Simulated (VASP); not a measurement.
Here is a VASP 6.6.1 calculation.

The input INCAR:

```
  PREC = Accurate
  ENCUT = 750
  EDIFF = 1E-6
  ISMEAR = -1
  SIGMA = 0.05
  LREAL = F
  LASPH = T
  NELM = 120
  ALGO = Normal
  ISIF = 2
  LWAVE = F
  LCHARG = T
  GGA = PS
  LELF = T
  LVHAR = T
  NBANDS = 12
  GGA_COMPAT = F
```

KPOINTS

```
regular mesh
0
Gamma
  8 8 8
```

Contents of POSCAR:

```
LiCl
1.0
    0.0000000000      2.5391223000      2.5647700000
    2.5391223000      0.0000000000      2.5647700000
    2.5391223000      2.5391223000      0.0000000000
Cl Li
1 1
Direct
    0.5000000000      0.5000000000      0.5000000000
    0.0000000000      0.0000000000      0.0000000000
```

Potentials or basis: VASP PAW PBE potentials, release 64 (Cl, Li_sv).

Launch:

```console
$ cat potpaw_PBE.64/Cl/POTCAR potpaw_PBE.64/Li_sv/POTCAR > POTCAR
$ mpirun -np 1 vasp_std > vasp.out
```

Problem. What does it give for the pressure?

Solution. -0.7 GPa.

Problem. What does it give for the band gap on the k mesh?

Solution. 6.23 eV.

Stress tensor (GPa, compression positive):
```
-0.55  0.00  0.00
 0.00 -0.55  0.00
 0.00  0.00 -0.92
```

Caveat: the PAW data sets were made with another functional, which shifts forces and pressure a little. A hybrid or GW would open this gap; PBEsol tends to underestimate it.
